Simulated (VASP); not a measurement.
LiNbO: single point with PBE

The system is LiNbO.

```
CELL_PARAMETERS angstrom
2.91622 0.00000 0.00000
0.00000 2.91622 0.00000
0.00000 0.00000 4.09789
ATOMIC_POSITIONS crystal
Li 0.50000 0.50000 0.50000
Nb 0.00000 0.00000 0.00000
O 0.00000 0.00000 0.50000
```

```
Program                : VASP 6.6.1
Task                   : single point
Functional             : PBE
Potentials or basis    : VASP PAW PBE potentials, release 64 (Li_sv, Nb_sv, O)
Cutoff                 : 520 eV
k mesh                 : 16 × 16 × 12
Occupations            : gaussian, width 0.1 eV
Spin                   : no spin polarisation
Dipole correction      : no
Further INCAR settings : ALGO = Normal; EDIFF = 1e-07; NBANDS = 18
```

The band gap on the k mesh is zero (band 11 reaches 9.88 eV, above the bottom of band 12 at 7.32 eV).

Levels at points of the mesh, in eV from the Fermi level:
```
           k point  band 9  band 10  band 11  band 12  band 13  band 14
(0.00, 0.00, 0.00)   -3.98    -3.98    -2.38     1.82     1.82     3.54
(0.50, 0.00, 0.00)   -3.58    -2.27    -2.20     1.11     2.21     2.23
(0.50, 0.50, 0.00)   -4.06    -3.28    -0.94    -0.94     4.26     5.16
(0.00, 0.00, 0.50)   -4.58    -4.35    -2.28     3.13     3.34     3.34
(0.50, 0.00, 0.50)   -4.13    -2.04     0.46     1.05     1.22     3.59
(0.50, 0.50, 0.50)   -6.94    -3.38     1.60     1.60     5.17     5.85
```

It took 61 s on 1 thread of Intel(R) Xeon(R) 6975P-C (Granite Rapids), on a shared host, peak memory 0.3 GiB.
